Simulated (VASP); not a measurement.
The system is Ni.

```xyz
2
Lattice="0.0000 3.5360 3.5360 1.7680 0.0000 1.7680 1.7680 1.7680 0.0000" Properties=species:S:1:pos:R:3 pbc="T T T"
Ni    0.0000    0.0000    0.0000
Ni    0.0000    1.7680    1.7680
```

Base run:

```yaml
Program: VASP 6.6.1
Functional: PBE
Potentials_or_basis: VASP PAW PBE potentials, release 64 (Ni)
Cutoff: 600 eV
k_mesh: 7 × 14 × 14
Occupations: gaussian, width 0.1 eV
Spin: collinear spin, ferromagnetic start
Starting_moments: "[2.0, 2.0] μB"
```

Its results: pressure -3.0 GPa; net moment 1.20 μB per cell; site moments Ni +0.62 μB.

Q: The run is repeated on the same cell with these changes: spin from collinear spin, ferromagnetic start to collinear spin, antiferromagnetic start; moments at the start from [2.0, 2.0] to [2.0, -2.0]. What comes out?

A: Pressure -3.7 GPa; net moment 0.00 μB per cell; site moments Ni +0.28, -0.28 μB.
